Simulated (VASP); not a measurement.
# ScHg (Pm-3m) in VASP: further runs, part 2 of 2

VASP 6.6.1.

### Step 3. Single point, LDA

This run uses another cell than the first one, of 21.91 Å³/atom, 1.020 times its volume.

File INCAR:

```
PREC = Accurate ; ENCUT = 520
EDIFF = 1E-7 ; ISMEAR = 1
SIGMA = 0.1 ; LREAL = False
LASPH = True ; NELM = 80
ALGO = Normal ; ISIF = 2
LWAVE = False ; LCHARG = False
NBANDS = 18
```

File KPOINTS:

```
regular mesh
0
Gamma
  8 8 8
```

File POSCAR:

```
ScHg
1.0
    3.5257947253      0.0000000000      0.0000000000
    0.0000000000      3.5257947253      0.0000000000
    0.0000000000      0.0000000000      3.5257947253
Sc Hg
1 1
Direct
    0.5000000000      0.5000000000      0.5000000000
    0.0000000000      0.0000000000      0.0000000000
```

Potentials or basis: VASP PAW LDA potentials, release 64 (Sc_sv, Hg).

The run is started by

```bash
> cat potpaw_LDA.64/Sc_sv/POTCAR potpaw_LDA.64/Hg/POTCAR > POTCAR
> mpirun -np 1 vasp_std > vasp.out
```

OUTCAR:

```text
PREC = Accurate
   ENCUT = 520
   EDIFF = 1E-7
   ISMEAR = 1
   LREAL = False
   LASPH = True
   NELM = 80
   ISIF = 2

 ion  position               nearest neighbor table
   1  0.500  0.500  0.500-   2 3.05   2 3.05   2 3.05   2 3.05   2 3.05   2 3.05   2 3.05   2 3.05

   2  0.000  0.000  0.000-   1 3.05   1 3.05   1 3.05   1 3.05   1 3.05   1 3.05   1 3.05   1 3.05

  LATTYP: Found a simple cubic cell.
 ALAT       =     3.5257947253

  Lattice vectors:

 A1 = (   3.5257947253,   0.0000000000,   0.0000000000)
 A2 = (   0.0000000000,   3.5257947253,   0.0000000000)
 A3 = (   0.0000000000,   0.0000000000,   3.5257947253)

Analysis of symmetry for initial positions (statically):
=====================================================================
 Subroutine PRICEL returns:
 Original cell was already a primitive cell.

 Routine SETGRP: Setting up the symmetry group for a
 simple cubic supercell.

 Subroutine GETGRP returns: Found 48 space group operations
 (whereof 48 operations were pure point group operations)
 out of a pool of 48 trial point group operations.

The static configuration has the point symmetry O_h .

Analysis of symmetry for dynamics (positions and initial velocities):
=====================================================================
 Subroutine PRICEL returns:
 Original cell was already a primitive cell.

 Routine SETGRP: Setting up the symmetry group for a
 simple cubic supercell.

 Subroutine GETGRP returns: Found 48 space group operations
 (whereof 48 operations were pure point group operations)
 out of a pool of 48 trial point group operations.

The dynamic configuration has the point symmetry O_h .

 Subroutine INISYM returns: Found 48 space group operations
 (whereof 48 operations are pure point group operations),
 and found     1 'primitive' translations

----------------------------------------------------------------------------------------

                                     Primitive cell

  volume of cell :      43.8300

  direct lattice vectors                    reciprocal lattice vectors
     3.525794725  0.000000000  0.000000000     0.283623999  0.000000000  0.000000000
     0.000000000  3.525794725  0.000000000     0.000000000  0.283623999  0.000000000
     0.000000000  0.000000000  3.525794725     0.000000000  0.000000000  0.283623999

  length of vectors
     3.525794725  3.525794725  3.525794725     0.283623999  0.283623999  0.283623999

  position of ions in fractional coordinates (direct lattice)
     0.500000000  0.500000000  0.500000000
     0.000000000  0.000000000  0.000000000

  ion indices of the primitive-cell ions
   primitive index   ion index
                 1           1
                 2           2

----------------------------------------------------------------------------------------

 KPOINTS: regular mesh

Automatic generation of k-mesh.
 Grid dimensions read from file:
 generate k-points for:    8    8    8

 Generating k-lattice:

  Cartesian coordinates                     Fractional coordinates (reciprocal lattice)
     0.035453000  0.000000000  0.000000000     0.125000000  0.000000000  0.000000000
     0.000000000  0.035453000  0.000000000     0.000000000  0.125000000  0.000000000
     0.000000000  0.000000000  0.035453000     0.000000000  0.000000000  0.125000000

  Length of vectors
     0.035453000  0.035453000  0.035453000

  Shift w.r.t. Gamma in fractional coordinates (k-lattice)
     0.000000000  0.000000000  0.000000000

 Subroutine IBZKPT returns following result:
 ===========================================

 Found     35 irreducible k-points:

 Following reciprocal coordinates:
            Coordinates               Weight
  0.000000  0.000000  0.000000      1.000000
  0.125000  0.000000  0.000000      6.000000
  0.250000  0.000000  0.000000      6.000000
  0.375000  0.000000  0.000000      6.000000
  0.500000  0.000000  0.000000      3.000000
  0.125000  0.125000  0.000000     12.000000
[... 16 lines left out ...]
  0.375000  0.375000  0.125000     24.000000
  0.500000  0.375000  0.125000     24.000000
 [... further k-points ...]
   k-points           NKPTS =     35   k-points in BZ     NKDIM =     35   number of bands    NBANDS=     18
   number of dos      NEDOS =    301   number of ions     NIONS =      2
   total plane-waves  NPLWV =  21952
   dimension x,y,z NGX =    28 NGY =   28 NGZ =   28
   dimension x,y,z NGXF=    56 NGYF=   56 NGZF=   56
   ions per type =               1   1
   NGX,Y,Z   is equivalent  to a cutoff of  13.20, 13.20, 13.20 a.u.
   NGXF,Y,Z  is equivalent  to a cutoff of  26.40, 26.40, 26.40 a.u.
 SYSTEM =  unknown system
   PREC   = accura    normal or accurate (medium, high low for compatibility)
   ISTART =      0    job   : 0-new  1-cont  2-samecut
   ICHARG =      2    charge: 1-file 2-atom 10-const
   ISPIN  =      1    spin polarized calculation?
   LNONCOLLINEAR =      F non collinear calculations
   LSORBIT =      F    spin-orbit coupling
   LASPH  =      T    aspherical Exc in radial PAW
   ENCUT  =  520.0 eV  38.22 Ry    6.18 a.u.   6.56  6.56  6.56*2*pi/ulx,y,z
   NELM   =     80;   NELMIN=  2; NELMDL= -5     # of ELM steps
   EDIFF  = 0.1E-06   stopping-criterion for ELM
   LREAL  =      F    real-space projection
   EDIFFG = 0.1E-05   stopping-criterion for IOM
   NSW    =      0    number of steps for IOM
   IBRION =     -1    ionic relax: 0-MD 1-quasi-New 2-CG
   NFREE  =      0    steps in history (QN), initial steepest desc. (CG)
   ISIF   =      2    stress and relaxation
   ISYM   =      2    0-nonsym 1-usesym 2-fastsym
   POTIM  = 0.5000    time-step for ionic-motion
   TEBEG  =    0.0;   TEEND  =   0.0 temperature during run
   PSTRESS=    0.0 pullay stress
   NELECT =      23.0000    total number of electrons
   NUPDOWN=      -1.0000    fix difference up-down
   EMIN   =  10.00;   EMAX   =-10.00  energy-range for DOS
   EFERMI =   0.00;   METHOD = LEGACY
   ISMEAR =     1;   SIGMA  =   0.10  broadening in eV -4-tet -1-fermi 0-gaus
   EFERMI_NEDOS =   21; number of points for ismear=-14 and -15
   IALGO  =     38    algorithm
   IMIX   =      4    mixing-type and parameters
     AMIX     =   0.40;   BMIX     =  1.00
     AMIX_MAG =   1.60;   BMIX_MAG =  1.00
  volume/ion in A,a.u.               =      21.91       147.89
  Fermi-wavevector in a.u.,A,eV,Ry     =   1.320466  2.495318 23.723518  1.743629
  Thomas-Fermi vector in A             =   2.450290
   LORBIT       =      0    0 simple, 1 ext, 2 COOP (PROOUT), +10 PAW based schemes
   GGA     = CA    functional components
   LHFCALC =     F    Hartree Fock is set to
   AEXX    =    0.0000 exact exchange contribution
   IVDW    =     0    specifies the selected vdW correction
   LEPSILON=     F    determine dielectric tensor
   LRPA    =     F    only Hartree local field effects (RPA)
 non-spin polarized calculation
 Methfessel and Paxton  Order N= 1 SIGMA  =   0.10
  energy-cutoff  :      520.00
  volume of cell :       43.83
 maximum number of plane-waves:      1208
 NGX is ok and might be reduce to    28
   NGX = 13   NGY = 13   NGZ = 13

 number of electron      23.0000011 magnetization

 Free energy of the ion-electron system (eV)
  ---------------------------------------------------
  ext. energy  EPLUGINS =         0.00000000
  ---------------------------------------------------
  free energy    TOTEN  =        -8.77705822 eV

  energy without entropy =       -8.77717250  energy(sigma->0) =       -8.77709632

 E-fermi :   4.0744     XC(G=0): -11.1230

 val. band max:        4.0580147194   @ k =   0.3750   0.2500   0.1250
 cond. band min:       4.0830575810   @ k =   0.3750   0.0000   0.0000
 fundamental gap:      0.0250428616
 Fermi energy:         4.0743995623

 k-point     1 :       0.0000    0.0000    0.0000
  band No.  band energies     occupation
      1     -45.5390      2.00000
      2     -24.4470      2.00000
      3     -24.4470      2.00000
      4     -24.4470      2.00000
      5      -4.3104      2.00000
      6      -3.7806      2.00000
[... 10 lines left out ...]
     17       8.8783      0.00000
     18       8.8783      0.00000

 k-point     2 :       0.1250    0.0000    0.0000
  band No.  band energies     occupation
      1     -45.5378      2.00000
      2     -24.4634      2.00000
      3     -24.4460      2.00000
      4     -24.4460      2.00000
      5      -4.1033      2.00000
      6      -3.7557      2.00000
[... 10 lines left out ...]
     17       9.5224      0.00000
     18       9.5224      0.00000
[... 442 lines left out ...]
 k-point    24 :       0.5000    0.3750    0.1250
  band No.  band energies     occupation
      1     -45.5230      2.00000
      2     -24.5408      2.00000
      3     -24.5238      2.00000
      4     -24.4455      2.00000
      5      -3.7419      2.00000
      6      -3.4616      2.00000
[... 10 lines left out ...]
     17       7.9473      0.00000
     18       9.9537      0.00000

 [... further k-points ...]
[... 5 lines left out ...]
  --------------------------------------------------------------------------------------
  -------------------------------------------------------------------------------------
  Total       -1.7530400     -1.7530400     -1.7530400      0.0000000     -0.0000000      0.0000000
  in kB      -64.0813031    -64.0813031    -64.0813031      0.0000000     -0.0000000      0.0000000
  external PRESSURE =     -64.0813031 kB  Pullay stress =       0.0000000 kB

 VOLUME and BASIS-vectors are now :
 -----------------------------------------------------------------------------
  energy-cutoff  :      520.00
  volume of cell :       43.83
      direct lattice vectors                 reciprocal lattice vectors
     3.525794725  0.000000000  0.000000000     0.283623999  0.000000000  0.000000000
     0.000000000  3.525794725  0.000000000     0.000000000  0.283623999  0.000000000
     0.000000000  0.000000000  3.525794725     0.000000000  0.000000000  0.283623999

 POSITION                                       TOTAL-FORCE (eV/Angst)
 -----------------------------------------------------------------------------------
      1.76290      1.76290      1.76290         0.000000      0.000000      0.000000
      0.00000      0.00000      0.00000         0.000000      0.000000      0.000000
 -----------------------------------------------------------------------------------
    total drift:                                0.000000      0.000000      0.000000

  FREE ENERGIE OF THE ION-ELECTRON SYSTEM (eV)
  ---------------------------------------------------
  free  energy   TOTEN  =        -8.7770582245 eV

  energy  without entropy=       -8.7771725016  energy(sigma->0) =       -8.77709632
```

Wall time 20 s (1 thread of Intel Xeon Platinum 8488C (Sapphire Rapids), shared host); peak memory 0.16 GiB.

What came out:

- Free energy: -8.7771 eV
- Pressure: -6.4 GPa

Levels at points of the mesh, in eV from the Fermi level:
```tsv
k point	band 10	band 11	band 12	band 13	band 14	band 15
(0.00, 0.00, 0.00)	-7.09	0.25	0.25	2.28	2.28	2.28
(0.50, 0.00, 0.00)	-5.03	-3.75	-0.04	0.72	0.72	2.09
(0.50, 0.50, 0.00)	-4.05	-0.92	-0.92	0.49	1.88	1.88
(0.50, 0.50, 0.50)	-1.70	-1.70	-1.70	-1.02	2.78	2.78
```

Caveat: spin-orbit coupling is left out, which moves the levels of the heavy elements.

### Step 4. Single point, LDA

This run uses another cell than the first one, of 22.34 Å³/atom, 1.039 times its volume.

File INCAR:

```
SYSTEM = ScHg
PREC = Accurate
ENCUT = 520
EDIFF = 1E-6
ISMEAR = 1
SIGMA = 0.1
LREAL = .False.
LASPH = .True.
NELM = 80
ALGO = Normal
ISIF = 2
LWAVE = .False.
LCHARG = .False.
GGA = CA
NBANDS = 18
```

File KPOINTS:

```
Automatic mesh
0
Gamma
  8 8 8
  0 0 0
```

File POSCAR:

```
ScHg
1.0
    3.5482526220      0.0000000000      0.0000000000
    0.0000000000      3.5482526220      0.0000000000
    0.0000000000      0.0000000000      3.5482526220
Sc Hg
1 1
Direct
    0.5000000000      0.5000000000      0.5000000000
    0.0000000000      0.0000000000      0.0000000000
```

Potentials or basis: VASP PAW LDA potentials, release 64 (Sc_sv, Hg).

The run is started by

```bash
> cat potpaw_LDA.64/Sc_sv/POTCAR potpaw_LDA.64/Hg/POTCAR > POTCAR
> mpirun -np 1 vasp_std > vasp.out
```

OUTCAR:

```text
SYSTEM = ScHg
   PREC = Accurate
   ENCUT = 520
   EDIFF = 1E-6
   ISMEAR = 1
   LREAL = .False.
   LASPH = .True.
   NELM = 80
   ISIF = 2
   GGA = CA

 ion  position               nearest neighbor table
   1  0.500  0.500  0.500-   2 3.07   2 3.07   2 3.07   2 3.07   2 3.07   2 3.07   2 3.07   2 3.07

   2  0.000  0.000  0.000-   1 3.07   1 3.07   1 3.07   1 3.07   1 3.07   1 3.07   1 3.07   1 3.07

  LATTYP: Found a simple cubic cell.
 ALAT       =     3.5482526220

  Lattice vectors:

 A1 = (   3.5482526220,   0.0000000000,   0.0000000000)
 A2 = (   0.0000000000,   3.5482526220,   0.0000000000)
[... 673 lines left out ...]
      5      -3.8159      2.00000
      6      -3.5375      2.00000
[... 10 lines left out ...]
     17       7.6901      0.00000
     18       9.6609      0.00000

 [... further k-points ...]
[... 5 lines left out ...]
  --------------------------------------------------------------------------------------
  -------------------------------------------------------------------------------------
  Total       -2.1345217     -2.1345217     -2.1345217      0.0000000      0.0000000      0.0000000
  in kB      -76.5539426    -76.5539426    -76.5539426      0.0000000      0.0000000      0.0000000
  external PRESSURE =     -76.5539426 kB  Pullay stress =       0.0000000 kB

 VOLUME and BASIS-vectors are now :
 -----------------------------------------------------------------------------
  energy-cutoff  :      520.00
  volume of cell :       44.67
      direct lattice vectors                 reciprocal lattice vectors
     3.548252622  0.000000000  0.000000000     0.281828862  0.000000000  0.000000000
     0.000000000  3.548252622  0.000000000     0.000000000  0.281828862  0.000000000
     0.000000000  0.000000000  3.548252622     0.000000000  0.000000000  0.281828862

 POSITION                                       TOTAL-FORCE (eV/Angst)
 -----------------------------------------------------------------------------------
      1.77413      1.77413      1.77413         0.000000      0.000000      0.000000
      0.00000      0.00000      0.00000         0.000000      0.000000      0.000000
 -----------------------------------------------------------------------------------
    total drift:                                0.000000      0.000000      0.000000

  FREE ENERGIE OF THE ION-ELECTRON SYSTEM (eV)
  ---------------------------------------------------
  free  energy   TOTEN  =        -8.7405485336 eV

  energy  without entropy=       -8.7407723743  energy(sigma->0) =       -8.74062315
```

stdout:

```text
POSCAR found type information on POSCAR ScHg
 POSCAR found :  2 types and       2 ions
 scaLAPACK will be used
 LDA part: xc-table for (Slater(with rela. corr.)+CA(PZ))
 , standard interpolation
 POSCAR, INCAR and KPOINTS ok, starting setup
 FFT: planning ... GRIDC
 FFT: planning ... GRID_SOFT
 FFT: planning ... GRID
 WAVECAR not read
 entering main loop
```

It took 22 s on 1 thread of Intel Xeon Platinum 8488C (Sapphire Rapids), shared host; peak memory 0.16 GiB.

Results:

- Free energy: -8.7405 eV
- Pressure: -7.7 GPa

Caveat: spin-orbit coupling is left out, which moves the levels of the heavy elements.

### Step 5. The runs side by side

```csv
cell,gap on the mesh (eV),pressure (GPa)
"a = 3.503 Å, 2 atoms",none,-5.1
"a = 3.526 Å, 2 atoms",none,-6.4
"a = 3.548 Å, 2 atoms",none,-7.7
```

Alike in all rows: task single point; level LDA; potentials or basis VASP PAW LDA potentials, release 64 (Sc_sv, Hg); no spin polarisation; k mesh 8 × 8 × 8; cutoff (eV) 520; smearing methfessel-paxton 0.1 eV.

Caveats: spin-orbit coupling is left out, which moves the levels of the heavy elements.

Absolute energies hang on the potentials; compare differences alone.
